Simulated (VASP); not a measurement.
A run of VASP 6.6.1:

Contents of INCAR:

```
SYSTEM = Be2Cu11Ni3
PREC = Accurate
ENCUT = 520
EDIFF = 1E-6
ISMEAR = -1
SIGMA = 0.131
LREAL = Auto
LASPH = .True.
NELM = 80
ALGO = Normal
ISIF = 2
LWAVE = .False.
LCHARG = .False.
GGA = PE
ISYM = 0
NBANDS = 92
```

KPOINTS

```
Automatic mesh
0
Gamma
  1 1 1
  0.25 0.25 0.25
```

The input POSCAR:

```
Be2Cu11Ni3
1.0
    5.6151810000     -0.1125830000     -0.0418010000
   -0.1125830000      5.6341360000     -0.0260090000
   -0.0418010000     -0.0260090000      5.8223430000
Cu Ni Be
11 3 2
Direct
    0.8942648131      0.0788773635      0.7839893123
    0.1321417966      0.8057874171     -0.0408329801
    0.4121425670      0.0604175535      0.1917208195
    0.6423125653      0.3173588450      0.9583766353
    0.3576847825      0.0593339576      0.7021554379
    0.9286057866      0.5056849062      0.2333926409
    0.7285188088      0.7849207715      1.0105556851
    0.6912748943      0.2988924950      0.5154048597
    0.6655987758      0.7806361576      0.4778411818
    0.4360286677      0.5726869522      0.2157621853
    0.1965095416      0.2700649305      0.4247727099
    0.3644373149      0.5520100572      0.7410238582
    0.8883008596      0.0419343329      0.2741804346
    0.1472196389      0.8018958059      0.4497520047
    0.9671695080      0.5180722315      0.7256936242
    0.1810747227      0.2643627657     -0.0565634976
```

Potentials or basis: VASP PAW PBE potentials, release 64 (Cu, Ni, Be).

Command:

```sh
$ cat potpaw_PBE.64/Cu/POTCAR potpaw_PBE.64/Ni/POTCAR potpaw_PBE.64/Be/POTCAR > POTCAR
$ mpirun -np 1 vasp_std > vasp.out
```

Hardware: 1 thread of Intel(R) Xeon(R) Platinum 8259CL CPU @ 2.50GHz (Skylake/Cascade Lake), with other jobs on the host.

Estimate the wall time of this run.

It took 76 s on 1 thread of Intel(R) Xeon(R) Platinum 8259CL CPU @ 2.50GHz (Skylake/Cascade Lake), on a shared host, peak memory 0.28 GiB. Counts: scf iterations 22, k points 1.
